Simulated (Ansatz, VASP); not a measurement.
This is a calculation of BiPt3 for Ansatz 0.2.0.

The input input.yaml:

```yaml
crystal:
  lattice:
    - [4.268603983, 0.0, 0.0]
    - [0.0, 4.268603983, 0.0]
    - [0.0, 0.0, 4.268603983]
  atoms:
    - { symbol: Bi, position: [0.0, 0.0, 0.0] }
    - { symbol: Pt, position: [0.5, 0.5, 0.0] }
    - { symbol: Pt, position: [0.5, 0.0, 0.5] }
    - { symbol: Pt, position: [0.0, 0.5, 0.5] }
hamiltonian:
  xc: pbe
  pseudopotentials: { kind: paw }
kpoints:
  mp_grid: { grid: [7, 7, 7] }
scf:
  occupations: { method: fermi_dirac, width: 0.05 }
output:
  forces: true
  stress: true
  eigenvalues: true
```

Potentials or basis: Ansatz PAW.

Command:

```bash
$ ansatz run input.yaml --threads 2 --pin off --max-ram 5120MiB --backend cpu --events-out ev --progress --plain --runs-dir out
```

Task: Translate it to VASP 6.6.1. Potentials there: VASP PAW PBE potentials, release 64 (Bi_d, Pt).

Result: As run (the cutoff follows the program's own potentials):

File INCAR:

```
PREC = Accurate
ENCUT = 520
EDIFF = 1E-6
ISMEAR = -1
SIGMA = 0.05
LREAL = False
LASPH = True
NELM = 100
ALGO = Normal
ISIF = 2
LWAVE = False
LCHARG = True
GGA = PE
LELF = True
LVHAR = True
NBANDS = 30
```

The input KPOINTS:

```
regular mesh
0
Gamma
  7 7 7
```

File POSCAR:

```
BiPt3
1.0
    4.2686039830      0.0000000000      0.0000000000
    0.0000000000      4.2686039830      0.0000000000
    0.0000000000      0.0000000000      4.2686039830
Bi Pt
1 3
Direct
    0.0000000000      0.0000000000      0.0000000000
    0.5000000000      0.5000000000      0.0000000000
    0.5000000000      0.0000000000      0.5000000000
    0.0000000000      0.5000000000      0.5000000000
```

Potentials or basis: VASP PAW PBE potentials, release 64 (Bi_d, Pt).

The run is started by

```sh
$ cat potpaw_PBE.64/Bi_d/POTCAR potpaw_PBE.64/Pt/POTCAR > POTCAR
$ mpirun -np 1 vasp_std > vasp.out
```

Both were run:

|  | VASP | Ansatz | Ansatz less VASP |
| --- | --- | --- | --- |
| gap on the k mesh at the Fermi level (eV) | none | none | - |
| pressure (GPa) | -9.1 | -9.0 | +0.15 |

A gap of «none» marks a metal or a gap that the smearing closes. VASP's potentials hold 45 valence electrons a cell and Ansatz's 69, so a difference there can come from the potentials and not from the codes.

Spin-orbit coupling is off throughout.
